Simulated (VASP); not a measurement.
Zr8S15 (a cell with a defect): single point with PBEsol

Zr8S15 (a cell with a defect):

```
Zr S
1.0
     7.18653    0.00000    0.00000
    -3.59327    6.22372    0.00000
     0.00000    0.00000   11.58161
Zr S
8 15
Direct
  0.01658 0.03822 0.98311
  0.99612 0.98540 0.49824
  0.01887 0.51458 0.99014
  0.99697 0.48714 0.49955
  0.53889 0.03825 0.03476
  0.49739 0.98819 0.50069
  0.51739 0.52159 0.01894
  0.49636 0.48768 0.49655
  0.16884 0.34023 0.13132
  0.32981 0.15125 0.37181
  0.16244 0.31830 0.62228
  0.28271 0.49344 0.86122
  0.16654 0.85126 0.10729
  0.32899 0.65518 0.37226
  0.16193 0.81954 0.62734
  0.70219 0.36380 0.14169
  0.82827 0.15330 0.37332
  0.66205 0.32212 0.62575
  0.77838 0.15703 0.87214
  0.70829 0.86043 0.13166
  0.83089 0.65381 0.37095
  0.66224 0.81721 0.62571
  0.83514 0.68080 0.87486
```

| Item | Value |
| --- | --- |
| Program | VASP 6.6.1 |
| Task | single point |
| Functional | PBEsol |
| Potentials or basis | VASP PAW PBE potentials, release 64 (Zr_sv, S) |
| Cutoff | 400 eV |
| k mesh | 2 × 2 × 2 |
| Occupations | fermi-dirac, width 0.05 eV |
| Spin | no spin polarisation |

| Property | Result |
| --- | --- |
| Pressure | 1.0 GPa |
| Largest force | 0.025 eV/Å |
| Band gap on the k mesh | 0.12 eV |

Forces on the atoms (eV/Å):
```
Zr   0.013  0.018 -0.012
Zr   0.000 -0.005  0.005
Zr  -0.002  0.001  0.007
Zr  -0.002  0.000  0.005
Zr   0.000 -0.008 -0.016
Zr  -0.002  0.004 -0.002
Zr   0.013  0.000 -0.006
Zr   0.002  0.003 -0.001
S   -0.007 -0.007  0.015
S    0.002 -0.002 -0.020
S   -0.002 -0.001  0.014
S    0.002 -0.002 -0.014
S   -0.008 -0.004  0.023
S    0.000  0.001 -0.020
S   -0.001  0.000  0.019
S    0.000  0.007  0.016
S   -0.001  0.000 -0.018
S    0.000  0.000  0.019
S   -0.001 -0.001 -0.018
S    0.000  0.000  0.020
S    0.000  0.002 -0.017
S    0.002 -0.001  0.020
S   -0.005 -0.006 -0.018
```

Stress tensor (GPa, compression positive):
```
1.10 0.07 0.14
0.07 0.79 0.45
0.14 0.45 1.21
```

Levels at points of the mesh, in eV from the valence-band top:
```
           k point  band 91  band 92  band 93  band 94  band 95  band 96
(0.00, 0.00, 0.00)    -0.70    -0.70    -0.11     0.12     0.17     0.29
(0.50, 0.00, 0.00)    -1.27    -1.05    -0.01     0.47     0.57     0.67
(0.00, 0.50, 0.00)    -1.29    -1.05    -0.01     0.54     0.59     0.67
(0.50, 0.50, 0.00)    -1.30    -1.04    -0.06     0.44     0.61     0.67
(0.00, 0.00, 0.50)    -0.71    -0.70    -0.06     0.15     0.21     0.26
(0.50, 0.00, 0.50)    -1.21    -1.01    -0.01     0.42     0.55     0.67
(0.00, 0.50, 0.50)    -1.25    -1.14     0.00     0.55     0.62     0.66
(0.50, 0.50, 0.50)    -1.17    -1.02    -0.07     0.45     0.61     0.65
```

Run time: 9.7 min on 1 thread of Intel(R) Xeon(R) Platinum 8488C (Sapphire Rapids), on a shared host, peak memory 0.54 GiB.

Caveat: the k points lie up to 0.50 Å⁻¹ apart; the PAW data sets were made with another functional, which shifts forces and pressure a little.
